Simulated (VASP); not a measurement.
# KBr (P1) in VASP: notebook

Runs on KBr. Level: PBE. Tasks: single point.

Everything below comes from runs of VASP 6.6.1. Logs are shortened: lines on timing, memory, paths and dates and some standing lists are left out, and cuts for length are marked.

## (1) The cell of the first run

The typed cell holds 4 atoms: a = 5.619 Å, b = 5.619 Å, c = 6.554 Å, α = 90.00°, β = 90.00°, γ = 120.00°.

## (2) Single point, PBE

Input file INCAR:

```
PREC     = Accurate       # precision mode
ENCUT    = 520            # plane-wave cutoff, eV
EDIFF    = 1E-7           # SCF threshold, eV
ISMEAR   = -1             # smearing method
SIGMA    = 0.02           # smearing width, eV
LREAL    = F              # projectors in reciprocal space
LASPH    = T              # aspherical terms in the spheres
NELM     = 100            # most SCF steps
ALGO     = Normal         # electronic algorithm
ISIF     = 2              # what is computed and relaxed
LWAVE    = F              # write WAVECAR
LCHARG   = T              # write CHGCAR
GGA      = PE             # functional
LELF     = T              # ELF
LVHAR    = T            
NBANDS   = 24             # bands
```

Input file KPOINTS:

```
Automatic mesh
0
Gamma
  6 6 2
```

Input file POSCAR:

```
KBr
1.0
    5.6185814203      0.0000000000      0.0000000000
   -2.8092907101      4.8658342432      0.0000000000
    0.0000000000      0.0000000000      6.5538299466
K Br
2 2
Direct
    0.3212512086      0.6759734992     -0.0523721248
    0.6703118878      0.3269116703      0.4431689598
    0.3380330610      0.6667093119      0.4316263960
    0.6660951612      0.3318787528      0.9356438983
```

Potentials or basis: VASP PAW PBE potentials, release 64 (K_sv, Br).

On the command line:

```sh
> cat potpaw_PBE.64/K_sv/POTCAR potpaw_PBE.64/Br/POTCAR > POTCAR
> mpirun -np 1 vasp_std > vasp.out
```

OUTCAR:

```text
PREC = Accurate
   ENCUT = 520
   EDIFF = 1E-7
   ISMEAR = -1
   LREAL = F
   LASPH = T
   NELM = 100
   ISIF = 2
   GGA = PE

 ion  position               nearest neighbor table
   1  0.321  0.676  0.948-   3 3.17   4 3.19   4 3.19
   2  0.670  0.327  0.443-   3 3.21   4 3.23   3 3.25   3 3.27
   3  0.338  0.667  0.432-   1 3.17   2 3.21   2 3.25   2 3.27
   4  0.666  0.332  0.936-   1 3.19   1 3.19   2 3.23

  LATTYP: Found a hexagonal cell.
 ALAT       =     5.6185814203
 C/A-ratio  =     1.1664563448

  Lattice vectors:

 A1 = (   5.6185814203,   0.0000000000,   0.0000000000)
 A2 = (  -2.8092907101,   4.8658342432,   0.0000000000)
 A3 = (   0.0000000000,   0.0000000000,   6.5538299466)

Analysis of symmetry for initial positions (statically):
=====================================================================
 Subroutine PRICEL returns:
 Original cell was already a primitive cell.

 Routine SETGRP: Setting up the symmetry group for a
 hexagonal supercell.

 Subroutine GETGRP returns: Found  1 space group operations
 (whereof  1 operations were pure point group operations)
 out of a pool of 24 trial point group operations.

The static configuration has the point symmetry C_1 .

Analysis of symmetry for dynamics (positions and initial velocities):
=====================================================================
 Subroutine PRICEL returns:
 Original cell was already a primitive cell.

 Routine SETGRP: Setting up the symmetry group for a
 hexagonal supercell.

 Subroutine GETGRP returns: Found  1 space group operations
 (whereof  1 operations were pure point group operations)
 out of a pool of 24 trial point group operations.

The dynamic configuration has the point symmetry C_1 .

 Subroutine INISYM returns: Found  1 space group operations
 (whereof  1 operations are pure point group operations),
 and found     1 'primitive' translations

----------------------------------------------------------------------------------------

                                     Primitive cell

  volume of cell :     179.1757

  direct lattice vectors                    reciprocal lattice vectors
     5.618581420  0.000000000  0.000000000     0.177980868  0.102757302  0.000000000
    -2.809290710  4.865834243  0.000000000     0.000000000  0.205514604  0.000000000
     0.000000000  0.000000000  6.553829947     0.000000000  0.000000000  0.152582537

  length of vectors
     5.618581420  5.618581420  6.553829947     0.205514604  0.205514604  0.152582537

  position of ions in fractional coordinates (direct lattice)
     0.321251209  0.675973499  0.947627875
     0.670311888  0.326911670  0.443168960
     0.338033061  0.666709312  0.431626396
     0.666095161  0.331878753  0.935643898

  ion indices of the primitive-cell ions
   primitive index   ion index
                 1           1
                 2           2
                 3           3
                 4           4

----------------------------------------------------------------------------------------

 KPOINTS: Automatic mesh

Automatic generation of k-mesh.
 Grid dimensions read from file:
 generate k-points for:    6    6    2

 Generating k-lattice:

  Cartesian coordinates                     Fractional coordinates (reciprocal lattice)
     0.029663478  0.017126217  0.000000000     0.166666667  0.000000000  0.000000000
     0.000000000  0.034252434  0.000000000     0.000000000  0.166666667  0.000000000
     0.000000000  0.000000000  0.076291268     0.000000000  0.000000000  0.500000000

  Length of vectors
     0.034252434  0.034252434  0.076291268

  Shift w.r.t. Gamma in fractional coordinates (k-lattice)
     0.000000000  0.000000000  0.000000000

 Subroutine IBZKPT returns following result:
 ===========================================

 Found     40 irreducible k-points:

 Following reciprocal coordinates:
            Coordinates               Weight
  0.000000  0.000000  0.000000      1.000000
  0.166667  0.000000  0.000000      2.000000
  0.000000  0.166667  0.000000      2.000000
 -0.166667  0.166667  0.000000      2.000000
  0.333333  0.000000  0.000000      2.000000
  0.000000  0.333333  0.000000      2.000000
[... 16 lines left out ...]
  0.000000  0.166667  0.500000      2.000000
 -0.166667  0.166667  0.500000      2.000000
 [... further k-points ...]
   k-points           NKPTS =     40   k-points in BZ     NKDIM =     40   number of bands    NBANDS=     24
   number of dos      NEDOS =    301   number of ions     NIONS =      4
   total plane-waves  NPLWV =  88200
   dimension x,y,z NGX =    42 NGY =   42 NGZ =   50
   dimension x,y,z NGXF=    84 NGYF=   84 NGZF=  100
   ions per type =               2   2
   NGX,Y,Z   is equivalent  to a cutoff of  12.43, 12.43, 12.68 a.u.
   NGXF,Y,Z  is equivalent  to a cutoff of  24.85, 24.85, 25.37 a.u.
 SYSTEM =  unknown system
   PREC   = accura    normal or accurate (medium, high low for compatibility)
   ISTART =      0    job   : 0-new  1-cont  2-samecut
   ICHARG =      2    charge: 1-file 2-atom 10-const
   ISPIN  =      1    spin polarized calculation?
   LNONCOLLINEAR =      F non collinear calculations
   LSORBIT =      F    spin-orbit coupling
   LASPH  =      T    aspherical Exc in radial PAW
   ENCUT  =  520.0 eV  38.22 Ry    6.18 a.u.  10.45 10.45 12.19*2*pi/ulx,y,z
   NELM   =    100;   NELMIN=  2; NELMDL= -5     # of ELM steps
   EDIFF  = 0.1E-06   stopping-criterion for ELM
   LREAL  =      F    real-space projection
   EDIFFG = 0.1E-05   stopping-criterion for IOM
   NSW    =      0    number of steps for IOM
   IBRION =     -1    ionic relax: 0-MD 1-quasi-New 2-CG
   NFREE  =      0    steps in history (QN), initial steepest desc. (CG)
   ISIF   =      2    stress and relaxation
   ISYM   =      2    0-nonsym 1-usesym 2-fastsym
   POTIM  = 0.5000    time-step for ionic-motion
   TEBEG  =    0.0;   TEEND  =   0.0 temperature during run
   PSTRESS=    0.0 pullay stress
   NELECT =      32.0000    total number of electrons
   NUPDOWN=      -1.0000    fix difference up-down
   EMIN   =  10.00;   EMAX   =-10.00  energy-range for DOS
   EFERMI =   0.00;   METHOD = LEGACY
   ISMEAR =    -1;   SIGMA  =   0.02  broadening in eV -4-tet -1-fermi 0-gaus
   EFERMI_NEDOS =   21; number of points for ismear=-14 and -15
   IALGO  =     38    algorithm
   IMIX   =      4    mixing-type and parameters
     AMIX     =   0.40;   BMIX     =  1.00
     AMIX_MAG =   1.60;   BMIX_MAG =  1.00
  volume/ion in A,a.u.               =      44.79       302.28
  Fermi-wavevector in a.u.,A,eV,Ry     =   0.921931  1.742197 11.564365  0.849957
  Thomas-Fermi vector in A             =   2.047402
   LORBIT       =      0    0 simple, 1 ext, 2 COOP (PROOUT), +10 PAW based schemes
   GGA     = PE    functional components
   LHFCALC =     F    Hartree Fock is set to
   AEXX    =    0.0000 exact exchange contribution
   IVDW    =     0    specifies the selected vdW correction
   LEPSILON=     F    determine dielectric tensor
   LRPA    =     F    only Hartree local field effects (RPA)
 non-spin polarized calculation
  energy-cutoff  :      520.00
  volume of cell :      179.18
 maximum number of plane-waves:      4860
 NGX is ok and might be reduce to    42
   NGX = 21   NGY = 21   NGZ = 25

 number of electron      32.0000001 magnetization

 Free energy of the ion-electron system (eV)
  ---------------------------------------------------
  ext. energy  EPLUGINS =         0.00000000
  ---------------------------------------------------
  free energy    TOTEN  =       -12.24996130 eV

  energy without entropy =      -12.24996130  energy(sigma->0) =      -12.24996130

 E-fermi :  -2.0113     XC(G=0):  -6.3493

 val. band max:       -2.5367850524   @ k =   0.0000   0.0000   0.0000
 cond. band min:       1.6503588221   @ k =   0.0000   0.0000   0.0000
 fundamental gap:      4.1871438745
 Fermi energy:        -2.0112935846

 k-point     1 :       0.0000    0.0000    0.0000
  band No.  band energies     occupation
      1     -30.4537      2.00000
      2     -30.4431      2.00000
      3     -14.7643      2.00000
      4     -14.6888      2.00000
      5     -13.9925      2.00000
      6     -13.9832      2.00000
[... 16 lines left out ...]
     23       5.7592      0.00000
     24       6.2885      0.00000

 k-point     2 :       0.1667    0.0000    0.0000
  band No.  band energies     occupation
      1     -30.4533      2.00000
      2     -30.4432      2.00000
      3     -14.7998      2.00000
      4     -14.7373      2.00000
      5     -13.9937      2.00000
      6     -13.9807      2.00000
[... 16 lines left out ...]
     23       5.8732      0.00000
     24       5.9853      0.00000

 k-point     3 :       0.0000    0.1667    0.0000
  band No.  band energies     occupation
      1     -30.4533      2.00000
      2     -30.4432      2.00000
      3     -14.8004      2.00000
      4     -14.7386      2.00000
      5     -13.9937      2.00000
      6     -13.9810      2.00000
[... 16 lines left out ...]
     23       5.8615      0.00000
     24       5.9819      0.00000

 k-point     4 :      -0.1667    0.1667    0.0000
  band No.  band energies     occupation
      1     -30.4534      2.00000
      2     -30.4432      2.00000
      3     -14.7933      2.00000
      4     -14.7314      2.00000
      5     -13.9942      2.00000
      6     -13.9855      2.00000
[... 16 lines left out ...]
     23       5.8128      0.00000
     24       5.9795      0.00000

 k-point     5 :       0.3333    0.0000    0.0000
  band No.  band energies     occupation
      1     -30.4526      2.00000
      2     -30.4436      2.00000
      3     -14.8606      2.00000
      4     -14.8203      2.00000
      5     -13.9858      2.00000
      6     -13.9816      2.00000
[... 451 lines left out ...]
 k-point    22 :       0.1667    0.0000    0.5000
  band No.  band energies     occupation
      1     -30.4524      2.00000
      2     -30.4441      2.00000
      3     -14.8819      2.00000
      4     -14.8787      2.00000
      5     -13.9683      2.00000
      6     -13.9626      2.00000
[... 16 lines left out ...]
     23       6.3314      0.00000
     24       6.3761      0.00000

 k-point    23 :       0.0000    0.1667    0.5000
  band No.  band energies     occupation
      1     -30.4524      2.00000
      2     -30.4441      2.00000
      3     -14.8821      2.00000
      4     -14.8800      2.00000
      5     -13.9687      2.00000
      6     -13.9625      2.00000
[... 16 lines left out ...]
     23       6.3293      0.00000
     24       6.3628      0.00000

 k-point    24 :      -0.1667    0.1667    0.5000
  band No.  band energies     occupation
      1     -30.4524      2.00000
      2     -30.4441      2.00000
      3     -14.8781      2.00000
      4     -14.8724      2.00000
      5     -13.9702      2.00000
      6     -13.9611      2.00000
[... 16 lines left out ...]
     23       6.3488      0.00000
     24       6.4141      0.00000

 [... further k-points ...]

------------------------ aborting loop because EDIFF is reached ----------------------------------------

  FORCE on cell =-STRESS in cart. coord.  units (eV):
  Direction    XX          YY          ZZ          XY          YZ          ZX
  --------------------------------------------------------------------------------------
  -------------------------------------------------------------------------------------
  Total        0.2723373      0.6112110      0.7866189      0.2080465     -0.0048775      0.0180766
  in kB        2.4352222      5.4654081      7.0338939      1.8603379     -0.0436141      0.1616400
  external PRESSURE =       4.9781747 kB  Pullay stress =       0.0000000 kB

 VOLUME and BASIS-vectors are now :
 -----------------------------------------------------------------------------
  energy-cutoff  :      520.00
  volume of cell :      179.18
      direct lattice vectors                 reciprocal lattice vectors
     5.618581420  0.000000000  0.000000000     0.177980868  0.102757302  0.000000000
    -2.809290710  4.865834243  0.000000000     0.000000000  0.205514604  0.000000000
     0.000000000  0.000000000  6.553829947     0.000000000  0.000000000  0.152582537

 POSITION                                       TOTAL-FORCE (eV/Angst)
 -----------------------------------------------------------------------------------
     -0.09403      3.28917      6.21059         0.119337     -0.063520     -0.149062
      2.84781      1.59070      2.90445        -0.026794      0.047519     -0.060971
      0.02629      3.24410      2.82881         0.004027     -0.038132      0.150791
      2.81017      1.61487      6.13205        -0.096570      0.054134      0.059242
 -----------------------------------------------------------------------------------
    total drift:                               -0.000023      0.000090     -0.000099

  FREE ENERGIE OF THE ION-ELECTRON SYSTEM (eV)
  ---------------------------------------------------
  free  energy   TOTEN  =       -12.2499612980 eV

  energy  without entropy=      -12.2499612980  energy(sigma->0) =      -12.24996130
```

Run time: 3.6 min. Hardware: 1 thread of Intel Xeon 6975P-C, shared host; peak memory 0.36 GiB.

What came out:

* Free energy: -12.2500 eV
* Pressure: 0.5 GPa
* Largest force: 0.201 eV/Å
* Band gap on the k mesh: 4.19 eV, direct

Forces in eV/Å, atoms in the order of the input:
```
K    0.119 -0.064 -0.149
K   -0.027  0.048 -0.061
Br   0.004 -0.038  0.151
Br  -0.097  0.054  0.059
```

Caveat: the k points lie up to 0.48 Å⁻¹ apart. A k mesh can miss the band edges.

## (3) Single point, PBE

Input file INCAR:

```
PREC = Accurate
ENCUT = 520
EDIFF = 1E-6
ISMEAR = -1
SIGMA = 0.02
LREAL = False
LASPH = True
NELM = 60
ALGO = Normal
ISIF = 2
LWAVE = False
LCHARG = True
GGA = PE
LELF = True
LVHAR = True
NBANDS = 24
```

Input file KPOINTS:

```
regular mesh
0
Gamma
  6 6 2
```

Input file POSCAR:

```
KBr
1.0
    5.6185814203      0.0000000000      0.0000000000
   -2.8092907101      4.8658342432      0.0000000000
    0.0000000000      0.0000000000      6.5538299466
K Br
2 2
Direct
    0.3138731627      0.6793792872     -0.0589798642
    0.6787113358      0.3252749520      0.4429878443
    0.3465691630      0.6617389412      0.4331842637
    0.6570594275      0.3359837015      0.9374080576
```

Potentials or basis: VASP PAW PBE potentials, release 64 (K_sv, Br).

On the command line:

```sh
> cat potpaw_PBE.64/K_sv/POTCAR potpaw_PBE.64/Br/POTCAR > POTCAR
> mpirun -np 1 vasp_std > vasp.out
```

Run time: 2.9 min. Hardware: 1 thread of Intel Xeon 6975P-C, shared host; peak memory 0.36 GiB.

The run converged. Its results:

- Free energy: -12.2528 eV
- Pressure: 0.4 GPa
- Largest force: 0.152 eV/Å
- Band gap on the k mesh: 4.18 eV, direct

Forces on the atoms (eV/Å):
```
K    0.125 -0.065 -0.058
K   -0.030  0.028 -0.056
Br  -0.032 -0.007  0.079
Br  -0.063  0.044  0.035
```

Stress tensor (GPa, compression positive):
```
0.27 0.14 0.01
0.14 0.50 0.00
0.01 0.00 0.58
```

Levels at points of the mesh, in eV from the valence-band top:
| k point | band 12 | band 13 | band 14 | band 15 | band 16 | band 17 | band 18 | band 19 | band 20 | band 21 |
| --- | --- | --- | --- | --- | --- | --- | --- | --- | --- | --- |
| (0.00, 0.00, 0.00) | -0.51 | -0.46 | -0.32 | -0.25 | 0.00 | 4.18 | 7.04 | 7.32 | 7.55 | 8.21 |
| (0.50, 0.00, 0.00) | -0.51 | -0.51 | -0.47 | -0.20 | -0.13 | 6.02 | 6.41 | 6.62 | 6.87 | 7.70 |
| (0.00, 0.50, 0.00) | -0.51 | -0.49 | -0.47 | -0.23 | -0.14 | 5.99 | 6.40 | 6.66 | 6.88 | 7.75 |
| (0.50, 0.50, 0.00) | -0.50 | -0.45 | -0.40 | -0.32 | -0.17 | 6.00 | 6.43 | 6.79 | 6.80 | 7.84 |
| (0.00, 0.00, 0.50) | -0.63 | -0.41 | -0.40 | -0.40 | -0.39 | 5.44 | 5.46 | 8.22 | 8.24 | 8.45 |
| (0.50, 0.00, 0.50) | -0.90 | -0.37 | -0.35 | -0.29 | -0.27 | 6.23 | 6.27 | 7.88 | 7.93 | 8.13 |
| (0.00, 0.50, 0.50) | -0.91 | -0.37 | -0.35 | -0.27 | -0.26 | 6.22 | 6.25 | 7.84 | 7.89 | 8.11 |
| (0.50, 0.50, 0.50) | -0.92 | -0.37 | -0.35 | -0.25 | -0.24 | 6.25 | 6.30 | 7.76 | 7.83 | 8.10 |

Caveat: the k points lie up to 0.48 Å⁻¹ apart. A k mesh can miss the band edges.
